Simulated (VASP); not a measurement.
The system is CoO.

```
Co O
1.0
    -3.01600    3.01600    4.21450
     1.50800   -1.50800    2.10725
     1.50800    1.50800   -2.10725
Co O
2 2
Direct
  0.00000 0.00000 0.00000
  0.50000 0.00000 0.00000
  0.25000 0.50000 0.00000
  0.75000 0.50000 0.00000
```

Base run:

| Item | Value |
| --- | --- |
| Program | VASP 6.6.1 |
| Functional | PBE |
| Potentials or basis | VASP PAW PBE potentials, release 64 (Co, O) |
| Cutoff | 520 eV |
| k mesh | 5 × 10 × 10 |
| Occupations | fermi-dirac, width 0.05 eV |
| Spin | no spin polarisation |
| Hubbard terms | Co d U = 3.3 eV |

Its results: band gap on the k mesh zero (bands 15 and 16 overlap by 1.13 eV); pressure -18.4 GPa.

Question: After a change of settings the same cell gave: band gap on the k mesh zero (bands 15 and 16 overlap by 1.10 eV); pressure -24.1 GPa. Which change was it?
A. spin from no spin polarisation to collinear spin, ferromagnetic start; further incar settings from ALGO = Normal; EDIFF = 1e-06; NBANDS = 23 to ALGO = Normal; EDIFF = 1e-07; NBANDS = 27
B. hubbard terms from Co d U = 3.3 eV to none; further incar settings from ALGO = Normal; EDIFF = 1e-06; NBANDS = 23 to ALGO = Normal; EDIFF = 1e-07; NBANDS = 23
C. functional from PBE to r2SCAN; hubbard terms from Co d U = 3.3 eV to none

Answer: C.

Caveats: the cell stands under tension; the run has no spin polarisation, though such a crystal can be magnetic; U without spin polarisation on a metal has little footing (at least some runs); the PAW data sets were made with another functional, which shifts forces and pressure a little (at least some runs); semilocal functionals often make such compounds metallic where correlation or magnetic order opens a gap, which also shifts bond lengths (at least some runs).
